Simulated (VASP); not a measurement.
Wanted: the native input for a VASP 6.6.1 run.

| Property | Result |
| --- | --- |
| Task | single point |
| Functional | HF |
| Potentials or basis | VASP PAW PBE potentials, release 64 (Zn, S) |
| Cutoff | 520 eV |
| k mesh | 6 × 6 × 6 |
| Occupations | gaussian, width 0.01 eV |
| Spin | no spin polarisation |
| Dipole correction | no |
| Grid for exact exchange (PRECFOCK) | Normal |
| Further INCAR settings | ALGO = Normal; EDIFF = 1e-06; NBANDS = 16 |
| Share of exact exchange | 1 |

Crystal: ZnS.

```
CELL_PARAMETERS angstrom
0.00000 2.69409 2.69409
2.69409 0.00000 2.69409
2.69409 2.69409 0.00000
ATOMIC_POSITIONS crystal
Zn 0.00000 0.00000 0.00000
S 0.25000 0.25000 0.25000
```

One way to write it, as run:

POSCAR

```
ZnS
1.0
    0.0000000000      2.6940857896      2.6940857896
    2.6940857896      0.0000000000      2.6940857896
    2.6940857896      2.6940857896      0.0000000000
Zn S
1 1
Direct
    0.0000000000      0.0000000000      0.0000000000
    0.2500000000      0.2500000000      0.2500000000
```

INCAR.step1

```
SYSTEM = ZnS
  PREC = Accurate
  ENCUT = 520
  EDIFF = 1E-5
  ISMEAR = 0
  SIGMA = 0.01
  LREAL = .False.
  LASPH = .True.
  NELM = 100
  ALGO = Normal
  ISIF = 2
  LWAVE = .True.
  NBANDS = 16
  GGA = PE
```

INCAR.step2

```
SYSTEM = ZnS
  PREC = Accurate
  ENCUT = 520
  EDIFF = 1E-6
  ISMEAR = 0
  SIGMA = 0.01
  LREAL = .False.
  LASPH = .True.
  NELM = 100
  ALGO = Normal
  ISIF = 2
  LWAVE = .False.
  LCHARG = .True.
  GGA = PE
  LHFCALC = .True.
  AEXX = 1.0
  ALDAC = 0.0
  AGGAC = 0.0
  PRECFOCK = Normal
  LELF = .True.
  LVHAR = .True.
  NBANDS = 16
  ISTART = 1
```

KPOINTS

```
Automatic mesh
0
Gamma
  6 6 6
  0 0 0
```

Potentials or basis: VASP PAW PBE potentials, release 64 (Zn, S).

Launch:

```sh
$ cat potpaw_PBE.64/Zn/POTCAR potpaw_PBE.64/S/POTCAR > POTCAR
$ cp INCAR.step1 INCAR
$ mpirun -np 1 vasp_std > vasp.out
$ cp INCAR.step2 INCAR
$ mpirun -np 1 vasp_std > vasp.out
```

Results of the run:

The pressure is 9.0 GPa and the band gap on the k mesh is 10.29 eV.

Caveat: the cell stands under pressure; the PAW data sets were made with another functional, which shifts forces and pressure a little.

Run time: 88 min on 1 thread of AMD EPYC 7R43 64-Core Processor (Zen 3), with other jobs on the host, peak memory 0.14 GiB.
